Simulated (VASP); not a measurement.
# BeCd2S3 (P4/mmm) in VASP: a series of runs

BeCd2S3 is run at these levels: PBE; tasks: single point, relaxation of cell and atoms.

Everything below comes from runs of VASP 6.6.1. Logs are shortened: lines on timing, memory, paths and dates and some standing lists are left out, and cuts for length are marked.

### 1 The cell of the first run

It takes space group P4/mmm (No. 123, tetragonal). Conventional cell: a = 3.913 Å, b = 3.913 Å, c = 8.507 Å, α = 90.00°, β = 90.00°, γ = 90.00°. Be (site symmetry 4/mmm) has 12 S at 2.77 to 3.16 Å within 3.6 Å. Cd (site symmetry 4/mmm) has 2 S at 2.74 Å and 4 Cd at 2.77 Å within 3.6 Å. Within 3.6 Å of Cd (site symmetry 4/mmm) lie 4 Cd at 2.77 Å. S (site symmetry 4mm) has 1 S at 1.52 Å within 2.0 Å. S (site symmetry 4/mmm) has 2 S at 1.52 Å within 2.0 Å.

The cell was built from a structure type or drawn by symmetry, and may not be a known phase.

### 2 Single point, PBE

Contents of INCAR:

```
PREC = Accurate ; ENCUT = 520
EDIFF = 1E-6 ; ISMEAR = 0
SIGMA = 0.1 ; LREAL = F
LASPH = T ; NELM = 60
ALGO = Normal ; ISIF = 2
LWAVE = F ; LCHARG = F
GGA = PE ; NBANDS = 31
```

Contents of KPOINTS:

```
regular mesh
0
Gamma
  4 4 2
```

Contents of POSCAR:

```
BeCd2S3
1.0
    3.9131675900      0.0000000000      0.0000000000
    0.0000000000      3.9131675900      0.0000000000
    0.0000000000      0.0000000000      8.5067460000
Be Cd S
1 2 3
Direct
    0.5000000000      0.5000000000      0.5000000000
    0.0000000000      0.0000000000      0.0000000000
    0.5000000000      0.5000000000      0.0000000000
    0.0000000000      0.0000000000      0.3216085700
    0.0000000000      0.0000000000      0.6783914300
    0.0000000000      0.0000000000      0.5000000000
```

Potentials or basis: VASP PAW PBE potentials, release 64 (Be, Cd, S).

On the command line:

```sh
cat potpaw_PBE.64/Be/POTCAR potpaw_PBE.64/Cd/POTCAR potpaw_PBE.64/S/POTCAR > POTCAR
mpirun -np 1 vasp_std > vasp.out
```

OUTCAR:

```text
PREC = Accurate
   ENCUT = 520
   EDIFF = 1E-6
   ISMEAR = 0
   LREAL = F
   LASPH = T
   NELM = 60
   ISIF = 2
   GGA = PE

 ion  position               nearest neighbor table
   1  0.500  0.500  0.500-
   2  0.000  0.000  0.000-   4 2.74   5 2.74   3 2.77   3 2.77   3 2.77   3 2.77
   3  0.500  0.500  0.000-   2 2.77   2 2.77   2 2.77   2 2.77
   4  0.000  0.000  0.322-   6 1.52   2 2.74
   5  0.000  0.000  0.678-   6 1.52   2 2.74
   6  0.000  0.000  0.500-   4 1.52   5 1.52

  LATTYP: Found a simple tetragonal cell.
 ALAT       =     3.9131675900
 C/A-ratio  =     2.1738772502

  Lattice vectors:

 A1 = (   3.9131675900,   0.0000000000,   0.0000000000)
 A2 = (   0.0000000000,   3.9131675900,   0.0000000000)
 A3 = (   0.0000000000,   0.0000000000,   8.5067460000)

Analysis of symmetry for initial positions (statically):
=====================================================================
 Subroutine PRICEL returns:
 Original cell was already a primitive cell.

 Routine SETGRP: Setting up the symmetry group for a
 simple tetragonal supercell.

 Subroutine GETGRP returns: Found 16 space group operations
 (whereof 16 operations were pure point group operations)
 out of a pool of 16 trial point group operations.

The static configuration has the point symmetry D_4h.

Analysis of symmetry for dynamics (positions and initial velocities):
=====================================================================
 Subroutine PRICEL returns:
 Original cell was already a primitive cell.

 Routine SETGRP: Setting up the symmetry group for a
 simple tetragonal supercell.

 Subroutine GETGRP returns: Found 16 space group operations
 (whereof 16 operations were pure point group operations)
 out of a pool of 16 trial point group operations.

The dynamic configuration has the point symmetry D_4h.

 Subroutine INISYM returns: Found 16 space group operations
 (whereof 16 operations are pure point group operations),
 and found     1 'primitive' translations

----------------------------------------------------------------------------------------

                                     Primitive cell

  volume of cell :     130.2628

  direct lattice vectors                    reciprocal lattice vectors
     3.913167590  0.000000000  0.000000000     0.255547450  0.000000000  0.000000000
     0.000000000  3.913167590  0.000000000     0.000000000  0.255547450  0.000000000
     0.000000000  0.000000000  8.506746000     0.000000000  0.000000000  0.117553763

  length of vectors
     3.913167590  3.913167590  8.506746000     0.255547450  0.255547450  0.117553763

  position of ions in fractional coordinates (direct lattice)
     0.500000000  0.500000000  0.500000000
     0.000000000  0.000000000  0.000000000
     0.500000000  0.500000000  0.000000000
     0.000000000  0.000000000  0.321608570
     0.000000000  0.000000000  0.678391430
     0.000000000  0.000000000  0.500000000

  ion indices of the primitive-cell ions
   primitive index   ion index
                 1           1
                 2           2
                 3           3
                 4           4
                 5           5
                 6           6

----------------------------------------------------------------------------------------

 KPOINTS: regular mesh

Automatic generation of k-mesh.
 Grid dimensions read from file:
 generate k-points for:    4    4    2

 Generating k-lattice:

  Cartesian coordinates                     Fractional coordinates (reciprocal lattice)
     0.063886863  0.000000000  0.000000000     0.250000000  0.000000000  0.000000000
     0.000000000  0.063886863  0.000000000     0.000000000  0.250000000  0.000000000
     0.000000000  0.000000000  0.058776881     0.000000000  0.000000000  0.500000000

  Length of vectors
     0.063886863  0.063886863  0.058776881

  Shift w.r.t. Gamma in fractional coordinates (k-lattice)
     0.000000000  0.000000000  0.000000000

 Subroutine IBZKPT returns following result:
 ===========================================

 Found     12 irreducible k-points:

 Following reciprocal coordinates:
            Coordinates               Weight
  0.000000  0.000000  0.000000      1.000000
  0.250000  0.000000  0.000000      4.000000
  0.500000  0.000000  0.000000      2.000000
  0.250000  0.250000  0.000000      4.000000
  0.500000  0.250000  0.000000      4.000000
  0.500000  0.500000  0.000000      1.000000
  0.000000  0.000000  0.500000      1.000000
  0.250000  0.000000  0.500000      4.000000
  0.500000  0.000000  0.500000      2.000000
  0.250000  0.250000  0.500000      4.000000
  0.500000  0.250000  0.500000      4.000000
  0.500000  0.500000  0.500000      1.000000
   k-points           NKPTS =     12   k-points in BZ     NKDIM =     12   number of bands    NBANDS=     31
   number of dos      NEDOS =    301   number of ions     NIONS =      6
   total plane-waves  NPLWV =  57600
   dimension x,y,z NGX =    30 NGY =   30 NGZ =   64
   dimension x,y,z NGXF=    60 NGYF=   60 NGZF=  128
   ions per type =               1   2   3
   NGX,Y,Z   is equivalent  to a cutoff of  12.75, 12.75, 12.51 a.u.
   NGXF,Y,Z  is equivalent  to a cutoff of  25.49, 25.49, 25.01 a.u.
 SYSTEM =  unknown system
   PREC   = accura    normal or accurate (medium, high low for compatibility)
   ISTART =      0    job   : 0-new  1-cont  2-samecut
   ICHARG =      2    charge: 1-file 2-atom 10-const
   ISPIN  =      1    spin polarized calculation?
   LNONCOLLINEAR =      F non collinear calculations
   LSORBIT =      F    spin-orbit coupling
   LASPH  =      T    aspherical Exc in radial PAW
   ENCUT  =  520.0 eV  38.22 Ry    6.18 a.u.   7.28  7.28 15.82*2*pi/ulx,y,z
   NELM   =     60;   NELMIN=  2; NELMDL= -5     # of ELM steps
   EDIFF  = 0.1E-05   stopping-criterion for ELM
   LREAL  =      F    real-space projection
   EDIFFG = 0.1E-04   stopping-criterion for IOM
   NSW    =      0    number of steps for IOM
   IBRION =     -1    ionic relax: 0-MD 1-quasi-New 2-CG
   NFREE  =      0    steps in history (QN), initial steepest desc. (CG)
   ISIF   =      2    stress and relaxation
   ISYM   =      2    0-nonsym 1-usesym 2-fastsym
   POTIM  = 0.5000    time-step for ionic-motion
   TEBEG  =    0.0;   TEEND  =   0.0 temperature during run
   PSTRESS=    0.0 pullay stress
   NELECT =      44.0000    total number of electrons
   NUPDOWN=      -1.0000    fix difference up-down
   EMIN   =  10.00;   EMAX   =-10.00  energy-range for DOS
   EFERMI =   0.00;   METHOD = LEGACY
   ISMEAR =     0;   SIGMA  =   0.10  broadening in eV -4-tet -1-fermi 0-gaus
   EFERMI_NEDOS =   21; number of points for ismear=-14 and -15
   IALGO  =     38    algorithm
   IMIX   =      4    mixing-type and parameters
     AMIX     =   0.40;   BMIX     =  1.00
     AMIX_MAG =   1.60;   BMIX_MAG =  1.00
  volume/ion in A,a.u.               =      21.71       146.51
  Fermi-wavevector in a.u.,A,eV,Ry     =   1.140124  2.154523 17.685993  1.299884
  Thomas-Fermi vector in A             =   2.276827
   LORBIT       =      0    0 simple, 1 ext, 2 COOP (PROOUT), +10 PAW based schemes
   GGA     = PE    functional components
   LHFCALC =     F    Hartree Fock is set to
   AEXX    =    0.0000 exact exchange contribution
   IVDW    =     0    specifies the selected vdW correction
   LEPSILON=     F    determine dielectric tensor
   LRPA    =     F    only Hartree local field effects (RPA)
 non-spin polarized calculation
 Gauss-broadening in eV      SIGMA  =   0.10
  energy-cutoff  :      520.00
  volume of cell :      130.26
 maximum number of plane-waves:      3534
 NGX is ok and might be reduce to    30
   NGX = 15   NGY = 15   NGZ = 31

 number of electron      44.0000024 magnetization

 Free energy of the ion-electron system (eV)
  ---------------------------------------------------
  ext. energy  EPLUGINS =         0.00000000
  ---------------------------------------------------
  free energy    TOTEN  =        -1.13715794 eV

  energy without entropy =       -1.11074611  energy(sigma->0) =       -1.12395202

 E-fermi :   3.9812     XC(G=0):  -9.3313

 val. band max:        3.9798588375   @ k =   0.2500   0.2500   0.5000
 cond. band min:       4.0027247746   @ k =   0.5000   0.5000   0.5000
 fundamental gap:      0.0228659372
 Fermi energy:         3.9811508024

 k-point     1 :       0.0000    0.0000    0.0000
  band No.  band energies     occupation
      1     -18.4179      2.00000
      2     -14.4037      2.00000
      3      -6.9674      2.00000
      4      -6.3593      2.00000
      5      -6.0645      2.00000
      6      -5.8592      2.00000
[... 23 lines left out ...]
     30       8.3062      0.00000
     31       9.7427      0.00000

 k-point     2 :       0.2500    0.0000    0.0000
  band No.  band energies     occupation
      1     -18.3766      2.00000
      2     -14.3665      2.00000
      3      -6.8809      2.00000
      4      -6.0727      2.00000
      5      -5.7928      2.00000
      6      -5.5489      2.00000
[... 23 lines left out ...]
     30       8.9742      0.00000
     31       9.0253      0.00000

 k-point     3 :       0.5000    0.0000    0.0000
  band No.  band energies     occupation
      1     -18.3345      2.00000
      2     -14.3287      2.00000
      3      -6.7886      2.00000
      4      -6.0229      2.00000
      5      -5.3286      2.00000
      6      -5.2639      2.00000
[... 23 lines left out ...]
     30       8.9772      0.00000
     31      10.5602      0.00000

 k-point     4 :       0.2500    0.2500    0.0000
  band No.  band energies     occupation
      1     -18.3359      2.00000
      2     -14.3313      2.00000
      3      -6.8045      2.00000
      4      -6.0819      2.00000
      5      -5.5572      2.00000
      6      -5.5275      2.00000
[... 227 lines left out ...]
     30       9.1016      0.00000
     31      10.4751      0.00000

 k-point    11 :       0.5000    0.2500    0.5000
  band No.  band energies     occupation
      1     -18.2935      2.00000
      2     -14.3021      2.00000
      3      -6.1537      2.00000
      4      -5.9364      2.00000
      5      -5.9210      2.00000
      6      -5.7437      2.00000
[... 23 lines left out ...]
     30       7.9002      0.00000
     31      10.0517      0.00000

 k-point    12 :       0.5000    0.5000    0.5000
  band No.  band energies     occupation
      1     -18.2525      2.00000
      2     -14.2682      2.00000
      3      -6.0518      2.00000
      4      -6.0115      2.00000
      5      -5.9607      2.00000
      6      -5.8278      2.00000
[... 23 lines left out ...]
     30       7.6798      0.00000
     31       9.4640      0.00000

------------------------ aborting loop because EDIFF is reached ----------------------------------------

  FORCE on cell =-STRESS in cart. coord.  units (eV):
  Direction    XX          YY          ZZ          XY          YZ          ZX
  --------------------------------------------------------------------------------------
  -------------------------------------------------------------------------------------
  Total        1.1229506      1.1229506     97.9283647      0.0000000      0.0000000      0.0000000
  in kB       13.8118194     13.8118194   1204.4775873      0.0000000      0.0000000      0.0000000
  external PRESSURE =     410.7004087 kB  Pullay stress =       0.0000000 kB

 VOLUME and BASIS-vectors are now :
 -----------------------------------------------------------------------------
  energy-cutoff  :      520.00
  volume of cell :      130.26
      direct lattice vectors                 reciprocal lattice vectors
     3.913167590  0.000000000  0.000000000     0.255547450  0.000000000  0.000000000
     0.000000000  3.913167590  0.000000000     0.000000000  0.255547450  0.000000000
     0.000000000  0.000000000  8.506746000     0.000000000  0.000000000  0.117553763

 POSITION                                       TOTAL-FORCE (eV/Angst)
 -----------------------------------------------------------------------------------
      1.95658      1.95658      4.25337         0.000000      0.000000      0.000000
      0.00000      0.00000      0.00000         0.000000      0.000000      0.000000
      1.95658      1.95658      0.00000         0.000000      0.000000      0.000000
      0.00000      0.00000      2.73584        -0.000000     -0.000000    -30.614866
      0.00000      0.00000      5.77090         0.000000     -0.000000     30.614866
      0.00000      0.00000      4.25337         0.000000      0.000000      0.000000
 -----------------------------------------------------------------------------------
    total drift:                                0.000000      0.000000      0.000000

  FREE ENERGIE OF THE ION-ELECTRON SYSTEM (eV)
  ---------------------------------------------------
  free  energy   TOTEN  =        -1.1371579398 eV

  energy  without entropy=       -1.1107461076  energy(sigma->0) =       -1.12395202
```

It took 52 s on 1 thread of Intel Xeon Platinum 8488C (Sapphire Rapids), shared host; peak memory 0.23 GiB.

What came out:

```yaml
Free_energy: -1.1372 eV
Pressure: 41.1 GPa
Largest_force: 30.615 eV/Å
Band_gap_on_the_k_mesh: zero (bands 22 and 23 overlap by 1.24 eV)
```

Forces in eV/Å, atoms in the order of the input:
```
Be    0.000   0.000   0.000
Cd    0.000   0.000   0.000
Cd    0.000   0.000   0.000
S     0.000   0.000 -30.615
S     0.000   0.000  30.615
S     0.000   0.000   0.000
```

Levels at points of the mesh, in eV from the Fermi level:
| k point | band 20 | band 21 | band 22 | band 23 | band 24 | band 25 |
| --- | --- | --- | --- | --- | --- | --- |
| (0.00, 0.00, 0.00) | -3.63 | 0.27 | 0.27 | 0.45 | 1.34 | 2.15 |
| (0.50, 0.00, 0.00) | -3.65 | -1.13 | -0.25 | 0.28 | 0.71 | 1.21 |
| (0.50, 0.50, 0.00) | -2.06 | -2.06 | -0.82 | -0.60 | 0.57 | 0.57 |
| (0.00, 0.00, 0.50) | -3.75 | 0.22 | 0.64 | 0.64 | 0.65 | 2.15 |
| (0.50, 0.00, 0.50) | -2.99 | -1.29 | -1.14 | 0.05 | 0.86 | 1.21 |
| (0.50, 0.50, 0.50) | -1.28 | -1.28 | -0.95 | -0.52 | -0.52 | 0.02 |

Caveat: the k points lie up to 0.40 Å⁻¹ apart, too coarse for converged energies and pressures of a metal; forces of over 1 eV/Å act on the atoms, so gaps and moduli don't describe the material at rest.

(Part 1 of 2 ends here.)
